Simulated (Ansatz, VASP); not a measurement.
**Two plane-wave programs on Na2C**

```
Na C
1.0
    -1.57999    1.57999    5.88678
     1.57999   -1.57999    5.88678
     1.57999    1.57999   -5.88678
Na C
2 1
Cartesian
  0.0000 0.0000 7.2585
  0.0000 0.0000 4.5150
  0.0000 0.0000 0.0000
```

Alike in both runs: functional PBE; k mesh 8 × 8 × 8; occupations gaussian, width 0.1 eV; collinear spin.

Ansatz relaxed the structure, and its values are those at the end. VASP's run is a single point on that final structure, the one shown.

|  | VASP | Ansatz |
| --- | --- | --- |
| version | VASP 6.6.1 | Ansatz 0.2.0 |
| potentials or method | VASP PAW PBE potentials, release 64 (Na_pv, C), cutoff 520 eV | scalar-relativistic, plane waves, PAW |
| valence electrons in the cell | 18 | 22 |

```csv
,VASP,Ansatz,Ansatz less VASP
gap on the k mesh at the Fermi level (eV),none,none,-
pressure (GPa),0.1,0.1,-0.05
rms of the force components (eV/Å),0.011,0.008,-0.0026
net moment per atom (μB),0.14,0.14,-0.001
size of the moment on the site where the two differ most (μB),0.21,0.35,+0.133
```

Site moments also hang on the region over which each program counts them. A gap of «none» marks a metal or a gap that the smearing closes. VASP's potentials hold 18 valence electrons a cell and Ansatz's 22, so a difference there can come from the potentials and not from the codes. Ansatz's warnings: cell relax basis refresh.
